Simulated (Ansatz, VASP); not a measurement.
**One calculation of C, two programs**

```
C
1.0
     0.00000    2.17597    3.46455
     1.25697    0.00000    3.46455
     1.25697    2.17597    0.00000
C
2
Direct
  0.15791 0.84209 0.15791
  0.84209 0.15791 0.84209
```

Alike in both runs: task single point; functional PBE; dispersion D3(BJ); k mesh 16 × 16 × 16; occupations gaussian, width 0.03 eV; no spin polarisation.

```csv
,VASP,Ansatz
version,VASP 6.6.1,Ansatz 0.2.0
potentials or method,"VASP PAW PBE potentials, release 64 (C), cutoff 520 eV","scalar-relativistic, plane waves, PAW"
valence electrons in the cell,8,8
```

Ansatz gave:

| Quantity | Value |
| --- | --- |
| gap on the k mesh at the Fermi level (eV) | none |
| pressure (GPa) | -12.6 |
| traceless stress, the component that is largest in VASP (GPa) | 12.14 |
| rms of the force components (eV/Å) | 2.209 |

Which values does VASP return?

gap on the k mesh at the Fermi level (eV): none; pressure (GPa): -12.2; traceless stress, the component that is largest in VASP (GPa): 11.72; rms of the force components (eV/Å): 2.216.

Atom by atom the forces differ by 0.008 eV/Å (rms over components). A gap of «none» marks a metal or a gap that the smearing closes.
